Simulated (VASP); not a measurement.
# CuI: electric field gradients with LDA+U

The system is CuI.

```
CELL_PARAMETERS angstrom
0.00000 3.03150 3.03150
3.03150 0.00000 3.03150
3.03150 3.03150 0.00000
ATOMIC_POSITIONS crystal
I 0.00000 0.00000 0.00000
Cu 0.75000 0.75000 0.75000
```

```yaml
Program: VASP 6.6.1
Task: electric field gradients
Functional: LDA
Potentials_or_basis: VASP PAW LDA potentials, release 64 (I, Cu)
Cutoff: 520 eV
k_mesh: 8 × 8 × 8
Occupations: methfessel-paxton, width 0.1 eV
Spin: no spin polarisation
Hubbard_terms: Cu d U = 4.0 eV
Dipole_correction: no
Further_INCAR_settings: ALGO = Normal; EDIFF = 1e-08; NBANDS = 16
```

```
Pressure                                : -3.9 GPa
Band gap on the k mesh                  : 1.58 eV
Largest electric field gradient by atom : zero within the noise of the run
```

Levels at points of the mesh, in eV from the valence-band top:
```
           k point  band 7  band 8  band 9  band 10  band 11  band 12
(0.00, 0.00, 0.00)    0.00    0.00    0.00     1.58     5.45     5.45
(0.50, 0.00, 0.00)   -2.34   -0.75   -0.75     2.63     5.90     5.90
(0.50, 0.50, 0.00)   -2.23   -1.81   -1.81     3.04     3.33     9.56
```

Eigenvalues of the final occupation matrices:
```csv
site,spin,trace,eigenvalues
site 2 d,1,4.74,0.94 0.94 0.95 0.95 0.95
site 2 d,2,4.74,0.94 0.94 0.95 0.95 0.95
```

It took 36 s on 1 thread of Intel Xeon 8259CL, with other jobs on the host, peak memory 0.17 GiB.

Caveat: the cell stands under tension; spin-orbit coupling is left out, which moves the levels of the heavy elements.
